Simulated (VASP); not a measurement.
Input of a VASP 6.6.1 run:

File POSCAR:

```
BaZrO3
1.0
    4.3735691108      0.0000000000      0.0000000000
    0.0000000000      4.3735691108      0.0000000000
    0.0000000000      0.0000000000      4.3735691108
Ba Zr O
1 1 3
Direct
    0.0000000000      0.0000000000      0.0000000000
    0.5000000000      0.5000000000      0.5000000000
    0.5000000000      0.5000000000      0.0000000000
    0.5000000000      0.0000000000      0.5000000000
    0.0000000000      0.5000000000      0.5000000000
```

File INCAR.step1:

```
PREC = Accurate
ENCUT = 520
ISMEAR = 0
SIGMA = 0.01
LREAL = False
LASPH = True
NELM = 150
MAGMOM = 0 0 0 0 0 0 0 0 0 0 0 0 0 0 0
LSORBIT = True
GGA_COMPAT = False
LMAXMIX = 4
NBANDS = 55
GGA = PE
ALGO = Normal
EDIFF = 1E-4
LWAVE = True
LCHARG = False
```

INCAR.step2

```
PREC = Accurate
ENCUT = 520
EDIFF = 1E-6
ISMEAR = 0
SIGMA = 0.01
LREAL = False
LASPH = True
NELM = 150
ALGO = Normal
ISIF = 2
LWAVE = False
LCHARG = True
MAGMOM = 0 0 0 0 0 0 0 0 0 0 0 0 0 0 0
LORBIT = 11
LSORBIT = True
GGA_COMPAT = False
LORBMOM = True
LMAXMIX = 4
METAGGA = R2SCAN
LMIXTAU = True
LVHAR = True
NBANDS = 55
ISTART = 1
```

The input KPOINTS:

```
Automatic mesh
0
Gamma
  6 6 6
```

Potentials or basis: VASP PAW PBE potentials, release 64 (Ba_sv, Zr_sv, O).

Command:

```bash
$ cat potpaw_PBE.64/Ba_sv/POTCAR potpaw_PBE.64/Zr_sv/POTCAR potpaw_PBE.64/O/POTCAR > POTCAR
$ cp INCAR.step1 INCAR
$ mpirun -np 1 vasp_ncl > vasp.out
$ cp INCAR.step2 INCAR
$ mpirun -np 1 vasp_ncl > vasp.out
```

(1) What does it give for the pressure?

(2) What does it give for the net moment?

## Answers

(1) -14.2 GPa.

(2) 0.00 μB per cell.

Caveat: the cell differs from its parent crystal (strain +4.0%); the cell stands under tension; the PAW data sets were made with another functional, which shifts forces and pressure a little.
